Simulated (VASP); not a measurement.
Write the native input for VASP 6.6.1 that does the following.

```yaml
Task: single point
Functional: r2SCAN
Potentials_or_basis: VASP PAW PBE potentials, release 64 (Ag, Cl)
Cutoff: 520 eV
k_mesh: 8 × 8 × 8
Occupations: gaussian, width 0.05 eV
Spin: no spin polarisation
Dipole_correction: no
Further_INCAR_settings: ALGO = Normal; EDIFF = 1e-06; NBANDS = 16
```

The system is AgCl.

```xyz
2
Lattice="0.0000 2.7316 2.6900 2.7316 0.0000 2.6900 2.7316 2.7316 0.0000" Properties=species:S:1:pos:R:3 pbc="T T T"
Ag    2.7316    2.7316    2.6900
Cl    0.0000    0.0000    0.0000
```

This cell differs from its parent crystal: strain -0.015 along x and y, -0.030 along z.

These files were run (other wordings do the same):

POSCAR

```
AgCl
1.0
    0.0000000000      2.7315527500      2.6899555000
    2.7315527500      0.0000000000      2.6899555000
    2.7315527500      2.7315527500      0.0000000000
Ag Cl
1 1
Direct
    0.5000000000      0.5000000000      0.5000000000
    0.0000000000      0.0000000000      0.0000000000
```

INCAR.step1

```
SYSTEM = AgCl
PREC = Accurate
ENCUT = 520
ISMEAR = 0
SIGMA = 0.05
LREAL = .False.
LASPH = .True.
NELM = 80
NBANDS = 16
GGA = PE
ALGO = Normal
EDIFF = 1E-4
LWAVE = .True.
LCHARG = .False.
```

INCAR.step2

```
SYSTEM = AgCl
PREC = Accurate
ENCUT = 520
EDIFF = 1E-6
ISMEAR = 0
SIGMA = 0.05
LREAL = .False.
LASPH = .True.
NELM = 80
ALGO = Normal
ISIF = 2
LWAVE = .False.
LCHARG = .False.
METAGGA = R2SCAN
LMIXTAU = .True.
NBANDS = 16
ISTART = 1
```

KPOINTS

```
Automatic mesh
0
Gamma
  8 8 8
  0 0 0
```

Potentials or basis: VASP PAW PBE potentials, release 64 (Ag, Cl).

Launch:

```sh
$ cat potpaw_PBE.64/Ag/POTCAR potpaw_PBE.64/Cl/POTCAR > POTCAR
$ cp INCAR.step1 INCAR
$ mpirun -np 1 vasp_std > vasp.out
$ cp INCAR.step2 INCAR
$ mpirun -np 1 vasp_std > vasp.out
```

Results of the run:

* Pressure: 3.5 GPa
* Band gap on the k mesh: 1.38 eV (least direct gap 3.92 eV)

Caveat: the cell differs from its parent crystal (strain -0.015 along x and y, -0.030 along z); the cell stands under pressure; the PAW data sets were made with another functional, which shifts forces and pressure a little.

It took 70 s on 1 thread of Intel(R) Xeon(R) 6975P-C (Granite Rapids), on a shared host, peak memory 0.19 GiB.
